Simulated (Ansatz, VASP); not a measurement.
W in VASP and in Ansatz

INCAR

```
  ALGO = Normal
  EDIFF = 1E-6
  ENCUT = 520
  ISIF = 2
  ISMEAR = -1
  LASPH = True
  LCHARG = False
  LREAL = False
  LWAVE = False
  NBANDS = 13
  NELM = 80
  PREC = Accurate
  SIGMA = 0.05
```

The input KPOINTS:

```
k-points
0
Gamma
  14 14 14
```

POSCAR

```
W
1.0
   -0.0609000000      1.9995500000      1.9995500000
    1.9995500000     -0.0609000000      1.9995500000
    1.9995500000      1.9995500000     -0.0609000000
W
1
Direct
    0.0000000000      0.0000000000      0.0000000000
```

Input for Ansatz:

```yaml
crystal:
  lattice:
    - [-0.0609, 1.99955, 1.99955]
    - [1.99955, -0.0609, 1.99955]
    - [1.99955, 1.99955, -0.0609]
  atoms:
    - { symbol: W, position: [0.0, 0.0, 0.0] }
kpoints:
  mp_grid: { grid: [14, 14, 14] }
  band_path:
    path:
      - [0.0, 0.0, 0.0]
      - [0.5, 0.5, 0.5]
      - [0.2579113083, 0.5, 0.7420886917]
      - [-0.2579113083, 0.2579113083, 0.5]
      - [0.0, 0.0, 0.5]
      - [0.0, 0.0, 0.0]
      - [-0.3789556542, 0.0, 0.3789556542]
      - [0.0, 0.3789556542, 0.6210443458]
      - [0.0, 0.5, 0.5]
    npoints: 5
scf:
  occupations: { method: fermi_dirac, width: 0.05 }
hamiltonian:
  xc: lda
  pseudopotentials: { kind: all_electron, lapw: { basis_error: 0.00025 } }
output:
  forces: true
  stress: true
  eigenvalues: true
```

Change from the starting cell: equal xy, yz and zx shear strains of -3 %.

Alike in both runs: task single point; functional LDA; k mesh 14 × 14 × 14; occupations fermi-dirac, width 0.05 eV; no spin polarisation.

```csv
,VASP,Ansatz
version,VASP 6.6.1,Ansatz 0.2.0
potentials or method,"VASP PAW LDA potentials, release 64 (W_sv), cutoff 520 eV","all-electron LAPW, scalar-relativistic"
```

VASP gave:

- pressure (GPa): -15.8
- traceless stress, the component that is largest in VASP (GPa): -3.03

Problem. What did Ansatz give for the same quantities?

Solution. Pressure (GPa): -17.1; traceless stress, the component that is largest in VASP (GPa): -3.08.

LDA's correlation is that of Perdew and Zunger in VASP and of Perdew and Wang (1992) in Ansatz. Ansatz ran all-electron here, and VASP with PAW potentials.

Spin-orbit coupling is off throughout.
